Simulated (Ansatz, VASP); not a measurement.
# Two plane-wave programs on W2AuN3

```
W Au N
1.0
     1.88764   -6.59852    0.00000
     1.88764    6.59852    0.00000
     0.00000    0.00000    3.18267
W Au N
2 1 3
Direct
  0.64700 0.35300 0.00000
  0.35300 0.64700 0.00000
  0.00000 0.00000 0.50000
  0.81751 0.18249 0.00000
  0.50000 0.50000 0.00000
  0.18249 0.81751 0.00000
```

Change from the starting cell: species swapped into the NaCu2O3 type (Cmmm, No. 65).

Alike in both runs: functional PBE; k mesh 3 × 3 × 3; occupations gaussian, width 0.15 eV; no spin polarisation.

Ansatz relaxed the structure, and its values are those at the end. VASP's run is a single point on that final structure, the one shown.

```csv
,VASP,Ansatz
version,VASP 6.6.1,Ansatz 0.2.0
potentials or method,"VASP PAW PBE potentials, release 64 (W_sv, Au, N), cutoff 600 eV","scalar-relativistic, plane waves, PAW"
valence electrons in the cell,54,62
```

|  | VASP | Ansatz | Ansatz less VASP |
| --- | --- | --- | --- |
| gap on the k mesh at the Fermi level (eV) | none | none | - |
| pressure (GPa) | 0.6 | 0.0 | -0.65 |
| rms of the force components (eV/Å) | 0.012 | 0.002 | -0.0098 |

A gap of «none» marks a metal or a gap that the smearing closes. VASP's potentials hold 54 valence electrons a cell and Ansatz's 62, so a difference there can come from the potentials and not from the codes.

The k mesh is coarse, so the values compare programs but aren't converged. Neither program's run includes spin-orbit coupling.
